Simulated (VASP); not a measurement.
A run of VASP 6.6.1 is set up as follows.

The input INCAR:

```
PREC = Accurate
ENCUT = 600
EDIFF = 1E-6
ISMEAR = 0
SIGMA = 0.05
LREAL = False
LASPH = True
NELM = 200
ALGO = Normal
ISIF = 2
LWAVE = False
LCHARG = False
ISPIN = 2
MAGMOM = 4 -4 0 0 0 0
LORBIT = 11
LMAXMIX = 4
LDAU = True
LDAUTYPE = 2
LDAUL = 2 -1
LDAUU = 4 0
LDAUJ = 0 0
LDAUPRINT = 1
GGA = PE
NBANDS = 33
GGA_COMPAT = False
```

KPOINTS

```
regular mesh
0
Gamma
  3 3 4
```

File POSCAR:

```
FeS2
1.0
    4.4749347685      0.0000000000      0.0000000000
    0.0000000000      5.5016225675      0.0000000000
    0.0000000000      0.0000000000      3.4592135725
Fe S
2 4
Direct
    0.0000000000      0.0000000000      0.0000000000
    0.5000000000      0.5000000000      0.5000000000
    0.1920857602      0.3838914432      0.0000000000
    0.3079142398      0.8838914432      0.5000000000
    0.8079142398      0.6161085568      0.0000000000
    0.6920857602      0.1161085568      0.5000000000
```

Potentials or basis: VASP PAW PBE potentials, release 64 (Fe, S).

The run is started by

```bash
$ cat potpaw_PBE.64/Fe/POTCAR potpaw_PBE.64/S/POTCAR > POTCAR
$ mpirun -np 1 vasp_std > vasp.out
```

Q: Predict the pressure.

A: 22.2 GPa.

Q: Estimate the site moments.

A: Fe +3.19, -3.19; S -0.01, +0.01 μB.

Q: What does it give for the net moment?

A: 0.00 μB per cell.

Forces on the atoms (eV/Å):
```
Fe   0.000  0.000  0.000
Fe   0.000  0.000  0.000
S   -1.260  0.327  0.000
S    1.260  0.327  0.000
S    1.260 -0.327  0.000
S   -1.260 -0.327  0.000
```

Caveat: the k points lie up to 0.47 Å⁻¹ apart; forces of over 1 eV/Å act on the atoms, so gaps and moduli don't describe the material at rest. The state reached can hang on the start; a lower one may exist.
